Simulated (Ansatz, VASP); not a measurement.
MgSi4N: VASP beside Ansatz

```
Mg Si N
1.0
     0.00000    3.51111    3.51111
     3.51111    0.00000    3.51111
     3.51111    3.51111    0.00000
Mg Si N
1 4 1
Direct
  0.75000 0.75000 0.75000
  0.39517 0.39517 0.39517
  0.39517 0.39517 0.81450
  0.39517 0.81450 0.39517
  0.81450 0.39517 0.39517
  0.00000 0.00000 0.00000
```

Alike in both runs: task relaxation of cell and atoms; functional PBE; k mesh 4 × 4 × 4; occupations gaussian, width 0.1 eV; collinear spin.

|  | VASP | Ansatz |
| --- | --- | --- |
| version | VASP 6.6.1 | Ansatz 0.2.0 |
| potentials or method | VASP PAW PBE potentials, release 64 (Mg, Si, N), cutoff 600 eV | scalar-relativistic, plane waves, PAW |
| valence electrons in the cell | 23 | 31 |

VASP gave:

* gap on the k mesh at the Fermi level, each at its own relaxed structure (eV): none
* net moment per atom (μB): 0.15
* size of the moment on the site where the two differ most (μB): 0.63
* relaxed volume (Å³/atom): 14.69
* relaxed cell length with the largest relative difference (Å): 4.995

Task: What did Ansatz give for the same quantities?

Result: gap on the k mesh at the Fermi level, each at its own relaxed structure (eV): none; net moment per atom (μB): 0.15; size of the moment on the site where the two differ most (μB): 0.86; relaxed volume (Å³/atom): 14.73; relaxed cell length with the largest relative difference (Å): 5.000.

Site moments also hang on the region over which each program counts them. A gap of «none» marks a metal or a gap that the smearing closes. VASP's potentials hold 23 valence electrons a cell and Ansatz's 31, so a difference there can come from the potentials and not from the codes.

The k mesh is coarse, so the values compare programs but aren't converged.
